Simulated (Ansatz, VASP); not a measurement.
# Two plane-wave programs on BN

```
B N
1.0
     2.49202    0.00000    0.00000
    -1.24601    2.15815    0.00000
     0.00000    0.00000    4.12192
B N
2 2
Direct
  0.66667 0.33333 0.00020
  0.33333 0.66667 0.50020
  0.66667 0.33333 0.37480
  0.33333 0.66667 0.87480
```

Alike in both runs: task single point; functional r2SCAN; k mesh 9 × 9 × 6; no spin polarisation.

|  | VASP | Ansatz |
| --- | --- | --- |
| version | VASP 6.6.1 | Ansatz 0.2.0 |
| potentials or method | VASP PAW PBE potentials, release 64 (B, N) | plane waves, PAW |
| plane-wave cutoff (eV) | 520 | 500 |
| occupations | gaussian, width 0.01 eV | fixed |
| valence electrons in the cell | 16 | 16 |

|  | VASP | Ansatz | Ansatz less VASP |
| --- | --- | --- | --- |
| gap on the k mesh at the Fermi level (eV) | 5.62 | 5.66 | +0.040 |
| rms of the force components (eV/Å) | 0.031 | 0.029 | -0.0019 |

VASP's potentials were made for PBE, not for r2SCAN. Atom by atom the forces differ by 0.002 eV/Å (rms over components).
